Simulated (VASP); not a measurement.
Wanted: the native input for a VASP 6.6.1 run.

- Task: single point
- Functional: LDA
- Potentials or basis: VASP PAW LDA potentials, release 64 (Li_sv, F)
- Cutoff: 520 eV
- k mesh: 10 × 10 × 10
- Occupations: gaussian, width 0.05 eV
- Spin: no spin polarisation
- Dipole correction: no
- Further INCAR settings: ALGO = Normal; EDIFF = 1e-06; NBANDS = 12

The structure of LiF lies in POSCAR:

```
LiF
1.0
    2.6235213250      0.0000000000      0.0000000000
    0.0000000000      2.6235213250      0.0000000000
    0.0000000000      0.0000000000      2.6875096500
Li F
1 1
Direct
    0.0000000000      0.0000000000      0.0000000000
    0.5000000000      0.5000000000      0.5000000000
```

This cell differs from its parent crystal: strain +0.025 along x and y, +0.050 along z.

The input as run:

INCAR

```
PREC = Accurate
ENCUT = 520
EDIFF = 1E-6
ISMEAR = 0
SIGMA = 0.05
LREAL = False
LASPH = True
NELM = 60
ALGO = Normal
ISIF = 2
LWAVE = False
LCHARG = False
GGA = CA
NBANDS = 12
```

KPOINTS

```
regular mesh
0
Gamma
  10 10 10
```

Potentials or basis: VASP PAW LDA potentials, release 64 (Li_sv, F).

Command:

```bash
$ cat potpaw_LDA.64/Li_sv/POTCAR potpaw_LDA.64/F/POTCAR > POTCAR
$ mpirun -np 1 vasp_std > vasp.out
```

Results of the run:

```yaml
Band_gap_on_the_k_mesh: 6.50 eV (least direct gap 7.07 eV)
```

Caveat: the cell differs from its parent crystal (strain +0.025 along x and y, +0.050 along z).

It took 14 s on 1 thread of Intel(R) Xeon(R) Platinum 8488C (Sapphire Rapids), on a shared host, peak memory 0.13 GiB.
